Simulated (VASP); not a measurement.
HfO2:

```
Hf O
1.0
     5.14892    0.00000    0.00000
     0.00000    4.93712    0.00000
     0.00000    0.00000    4.96467
Hf O
4 8
Direct
  0.96699 0.73252 0.74144
  0.53301 0.73252 0.24144
  0.46699 0.26748 0.74144
  0.03301 0.26748 0.24144
  0.63213 0.92865 0.87927
  0.86787 0.92865 0.37927
  0.23395 0.53988 0.49229
  0.26605 0.53988 0.99229
  0.76605 0.46012 0.99229
  0.73395 0.46012 0.49229
  0.13213 0.07135 0.87927
  0.36787 0.07135 0.37927
```

Base run:

| Item | Value |
| --- | --- |
| Program | VASP 6.6.1 |
| Functional | SVWN5 |
| Potentials or basis | VASP PAW PBE potentials, release 64 (Hf_pv, O) |
| Cutoff | 520 eV |
| k mesh | 5 × 6 × 5 |
| Occupations | fermi-dirac, width 0.05 eV |
| Spin | no spin polarisation |

Its results: band gap on the k mesh 4.40 eV, indirect (least direct gap 4.61 eV); pressure 3.1 GPa; largest force 0.204 eV/Å.

**Question.** The run is repeated on the same cell with these changes: functional from SVWN5 to r2SCAN. What comes out?

**Answer.** Band gap on the k mesh 5.11 eV, indirect (least direct gap 5.32 eV); pressure 12.5 GPa; largest force 0.177 eV/Å.

r2SCAN gives the wider gap, since meta-GGAs in the generalised Kohn-Sham scheme recover part of the derivative discontinuity.

Caveats: the PAW data sets were made with another functional, which shifts forces and pressure a little; spin-orbit coupling is left out, which moves the levels of the heavy elements.

A k mesh can miss the band edges.
